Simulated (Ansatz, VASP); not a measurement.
## One calculation of S3O, two programs

```xyz
8
Lattice="5.7359 0.0000 0.0000 -2.8680 4.9675 0.0000 0.0000 0.0000 4.8036" Properties=species:S:1:pos:R:3 pbc="T T T"
S     0.0000    1.6520    1.2009
S     1.4372    4.1414    1.2009
S    -1.4372    4.1414    1.2009
S     2.8680    3.3154    3.6027
S     1.4307    0.8260    3.6027
S     4.3052    0.8260    3.6027
O     0.0000    3.3116    3.6027
O     2.8680    1.6558    1.2009
```

Change from the starting cell: species swapped into the CdAu3 type (P6_3/mmc, No. 194).

Alike in both runs: task single point; functional PBE; dispersion D3(BJ); k mesh 6 × 6 × 4; occupations gaussian, width 0.1 eV; collinear spin.

|  | VASP | Ansatz |
| --- | --- | --- |
| version | VASP 6.6.1 | Ansatz 0.2.0 |
| potentials or method | VASP PAW PBE potentials, release 64 (S, O), cutoff 520 eV | scalar-relativistic, plane waves, PAW |
| valence electrons in the cell | 48 | 48 |

```tsv
	VASP	Ansatz	Ansatz less VASP
gap on the k mesh at the Fermi level (eV)	none	none	-
pressure (GPa)	-16.3	-13.6	+2.65
traceless stress, the component that is largest in VASP (GPa)	-2.81	-2.31	+0.500
rms of the force components (eV/Å)	0.088	0.008	-0.0794
net moment per atom (μB)	0.00	0.41	+0.411
size of the moment on the site where the two differ most (μB)	0.00	1.33	+1.328
```

The net moments are unlike, so the other rows may belong to different states. Site moments also hang on the region over which each program counts them. Atom by atom the forces differ by 0.096 eV/Å (rms over components). A gap of «none» marks a metal or a gap that the smearing closes.
